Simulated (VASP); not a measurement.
# NaCl: single point with PBE

NaCl:

```
CELL_PARAMETERS angstrom
3.60425 0.00000 0.00000
0.00000 3.60425 0.00000
0.00000 0.00000 3.60425
ATOMIC_POSITIONS crystal
Na 0.00000 0.00000 0.00000
Cl 0.50000 0.50000 0.50000
```

- Program: VASP 6.6.1
- Task: single point
- Functional: PBE
- Potentials or basis: VASP PAW PBE potentials, release 64 (Na_pv, Cl)
- Cutoff: 500 eV
- k mesh: 4 × 4 × 4
- Occupations: gaussian, width 0.1 eV
- Spin: no spin polarisation

```
Pressure               : -1.7 GPa
Band gap on the k mesh : 3.71 eV (least direct gap 4.13 eV)
```

Levels at points of the mesh, in eV from the valence-band top:
```
           k point  band 4  band 5  band 6  band 7  band 8  band 9  band 10  band 11
(0.00, 0.00, 0.00)  -13.10   -0.43   -0.43   -0.43    3.71    8.64     8.64    14.89
(0.50, 0.00, 0.00)  -12.82   -2.58   -0.22   -0.22    6.65    7.99    10.52    11.61
(0.50, 0.50, 0.00)  -12.61   -1.98   -1.98    0.00    5.52    9.68    10.46    10.46
(0.50, 0.50, 0.50)  -12.39   -1.60   -1.60   -1.60    7.10    7.10     7.10    10.96
```

Run time: 3.6 s on 1 thread of Intel(R) Xeon(R) Platinum 8488C (Sapphire Rapids), with other jobs on the host, peak memory 0.14 GiB.

Caveat: the k points lie up to 0.44 Å⁻¹ apart. A k mesh can miss the band edges.
